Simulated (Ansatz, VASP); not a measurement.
## Two plane-wave programs on Ge

File INCAR:

```
PREC = Accurate
ENCUT = 520
EDIFF = 1E-7
ISMEAR = 0
SIGMA = 0.15
LREAL = False
LASPH = True
NELM = 100
ALGO = Normal
ISIF = 2
LWAVE = False
LCHARG = True
GGA = PS
LELF = True
LVHAR = True
NBANDS = 13
```

The input KPOINTS:

```
Automatic mesh
0
Gamma
  22 22 20
```

File POSCAR:

```
Ge
1.0
    1.4162904060     -2.6361439341      0.0000000000
    1.4162904060      2.6361439341      0.0000000000
    0.0000000000      0.0000000000      2.6257897556
Ge
1
Direct
    0.5000000000      0.5000000000      0.0000000000
```

Input for Ansatz:

```yaml
crystal:
  lattice:
    - [1.416290406, -2.6361439341, 0.0]
    - [1.416290406, 2.6361439341, 0.0]
    - [0.0, 0.0, 2.6257897556]
  atoms:
    - { symbol: Ge, position: [0.5, 0.5, 0.0] }
basis:
  ecutwfc: 420
kpoints:
  mp_grid: { grid: [22, 22, 20] }
hamiltonian:
  xc: pbesol
scf:
  occupations: { method: gaussian, width: 0.15 }
output:
  forces: true
  stress: true
  eigenvalues: true
```

Alike in both runs: task single point; functional PBEsol; k mesh 22 × 22 × 20; occupations gaussian, width 0.15 eV; no spin polarisation.

|  | VASP | Ansatz |
| --- | --- | --- |
| version | VASP 6.6.1 | Ansatz 0.2.0 |
| potentials or method | VASP PAW PBE potentials, release 64 (Ge_d), cutoff 520 eV | scalar-relativistic, plane waves, PAW |
| valence electrons in the cell | 14 | 14 |

Ansatz gave:

- gap on the k mesh at the Fermi level (eV): none
- pressure (GPa): -3.9
- traceless stress, the component that is largest in VASP (GPa): 3.94

**Question.** Estimate VASP's values.

**Answer.** gap on the k mesh at the Fermi level (eV): none; pressure (GPa): -4.1; traceless stress, the component that is largest in VASP (GPa): 3.90.

VASP's potentials were made for PBE, not for PBEsol. A gap of «none» marks a metal or a gap that the smearing closes.
